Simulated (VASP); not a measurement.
Crystal: LiH.

```
Li H
1.0
     2.40484    0.00000    0.00000
     0.00000    2.40484    0.00000
     0.00000    0.00000    2.40484
Li H
1 1
Direct
  0.00000 0.00000 0.00000
  0.50000 0.50000 0.50000
```

This cell differs from its parent crystal: strain -3.9%.

Base run:

| Quantity | Value |
| --- | --- |
| Program | VASP 6.6.1 |
| Functional | HSE06 |
| Potentials or basis | VASP PAW PBE potentials, release 64 (Li_sv, H) |
| Cutoff | 520 eV |
| k mesh | 8 × 8 × 8 |
| Occupations | gaussian, width 0.01 eV |
| Spin | no spin polarisation |

Its results: band gap on the k mesh 1.42 eV (least direct gap 5.38 eV).

Task: The run is repeated on the same cell with these changes: functional from HSE06 to r2SCAN; k mesh from 8 × 8 × 8 to 10 × 10 × 10. What comes out?

Result: Band gap on the k mesh 1.27 eV (least direct gap 5.00 eV).

Several settings changed at once.

Caveats: the structure was generated, so it needn't be the stable form of LiH.

A k mesh can miss the band edges.
